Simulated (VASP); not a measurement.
Write the native input for VASP 6.6.1 that does the following.

| Quantity | Value |
| --- | --- |
| Task | single point |
| Functional | PBE |
| Dispersion | D3(BJ) |
| Potentials or basis | VASP PAW PBE potentials, release 64 (W_sv, Si) |
| Cutoff | 520 eV |
| k mesh | 6 × 6 × 1 |
| Occupations | gaussian, width 0.1 eV |
| Spin | no spin polarisation |
| Dipole correction | yes |
| Further INCAR settings | ALGO = Normal; EDIFF = 1e-06; NBANDS = 53 |

The structure of SiW6 lies in POSCAR:

```
SiW6
1.0
    4.4682526324      0.0000000000      0.0000000000
   -2.2341263162      3.8696202902      0.0000000000
    0.0000000000      0.0000000000     21.7259061349
W Si
6 1
Direct
    0.6666666667      0.3333333333      0.1841119986
    0.3333333333      0.6666666667      0.2260931360
    0.0000000000      0.0000000000      0.2680742733
    0.6666666667      0.3333333333      0.3070897866
    0.3333333333      0.6666666667      0.3466976876
    0.0000000000      0.0000000000      0.3832248047
    0.4444444444      0.8888888889      0.4982948038
```

These files were run (other wordings do the same):

INCAR

```
PREC = Accurate
ENCUT = 520
EDIFF = 1E-6
ISMEAR = 0
SIGMA = 0.1
LREAL = False
LASPH = True
NELM = 60
ALGO = Normal
ISIF = 2
LWAVE = False
LCHARG = False
LDIPOL = True
IDIPOL = 3
DIPOL = 0.5 0.5 0.316
GGA = PE
IVDW = 12
NBANDS = 53
```

KPOINTS

```
Automatic mesh
0
Gamma
  6 6 1
```

Potentials or basis: VASP PAW PBE potentials, release 64 (W_sv, Si).

Launch:

```console
$ cat potpaw_PBE.64/W_sv/POTCAR potpaw_PBE.64/Si/POTCAR > POTCAR
$ mpirun -np 1 vasp_std > vasp.out
```

It gave:

The largest force is 2.188 eV/Å, the band gap on the k mesh is zero (band 44 reaches 0.33 eV, above the bottom of band 45 at 0.06 eV) and the dispersion energy per atom is -0.410 eV.

Caveat: spin-orbit coupling is left out, which moves the levels of the heavy elements.

Run time: 6.1 min on 1 thread of Intel(R) Xeon(R) 6975P-C (Granite Rapids) (shared host), peak memory 0.58 GiB.
